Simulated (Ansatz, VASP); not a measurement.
## HfSc2O3 in VASP and in Ansatz

INCAR

```
PREC = Accurate
ENCUT = 600
EDIFF = 1E-6
ISMEAR = 0
SIGMA = 0.1
LREAL = F
LASPH = T
NELM = 80
ALGO = Normal
ISIF = 3
LWAVE = F
LCHARG = F
GGA = PE
IBRION = 2
NSW = 90
EDIFFG = -0.04
```

Contents of KPOINTS:

```
regular mesh
0
Gamma
  6 6 4
```

Contents of POSCAR:

```
HfSc2O3
1.0
    4.1583684800      0.0000000000      0.0000000000
   -2.0791842400      3.6012527400      0.0000000000
    0.0000000000      0.0000000000      5.4929693000
Hf Sc O
1 2 3
Direct
    0.0000000000      0.0000000000      0.5000000000
    0.3333333300      0.6666666700      0.0000000000
    0.6666666700      0.3333333300      0.0000000000
    0.3333333300      0.6666666700      0.5000000000
    0.6666666700      0.3333333300      0.5000000000
    0.0000000000      0.0000000000      0.0000000000
```

Input for Ansatz:

```yaml
crystal:
  lattice:
    - [4.15836848, 0.0, 0.0]
    - [-2.07918424, 3.60125274, 0.0]
    - [0.0, 0.0, 5.4929693]
  atoms:
    - { symbol: Hf, position: [0.0, 0.0, 0.5] }
    - { symbol: Sc, position: [0.33333333, 0.66666667, 0.0] }
    - { symbol: Sc, position: [0.66666667, 0.33333333, 0.0] }
    - { symbol: O, position: [0.33333333, 0.66666667, 0.5] }
    - { symbol: O, position: [0.66666667, 0.33333333, 0.5] }
    - { symbol: O, position: [0.0, 0.0, 0.0] }
basis:
  ecutwfc: 420
kpoints:
  mp_grid: { grid: [6, 6, 4] }
hamiltonian:
  xc: pbe
scf:
  occupations: { method: gaussian, width: 0.1 }
  lower_state_search: "off"
output:
  forces: true
  stress: true
  eigenvalues: true
relax:
  adjacent_minimum: "off"
  f_tol: 0.04
  max_steps: 70
  cell: { stress_tol: 0.4 }
```

Alike in both runs: task relaxation of cell and atoms; functional PBE; k mesh 6 × 6 × 4; occupations gaussian, width 0.1 eV; no spin polarisation.

|  | VASP | Ansatz |
| --- | --- | --- |
| version | VASP 6.6.1 | Ansatz 0.2.0 |
| potentials or method | VASP PAW PBE potentials, release 64 (Hf_pv, Sc_sv, O), cutoff 600 eV | scalar-relativistic, plane waves, PAW |
| valence electrons in the cell | 50 | 66 |

Ansatz gave:

| Property | Result |
| --- | --- |
| gap on the k mesh at the Fermi level, each at its own relaxed structure (eV) | none |
| relaxed volume (Å³/atom) | 12.83 |
| relaxed cell length with the largest relative difference (Å) | 4.621 |

Problem. Estimate VASP's values.

Solution. gap on the k mesh at the Fermi level, each at its own relaxed structure (eV): none; relaxed volume (Å³/atom): 12.23; relaxed cell length with the largest relative difference (Å): 4.482.

A gap of «none» marks a metal or a gap that the smearing closes. VASP's potentials hold 50 valence electrons a cell and Ansatz's 66, so a difference there can come from the potentials and not from the codes.

Spin-orbit coupling is off throughout.
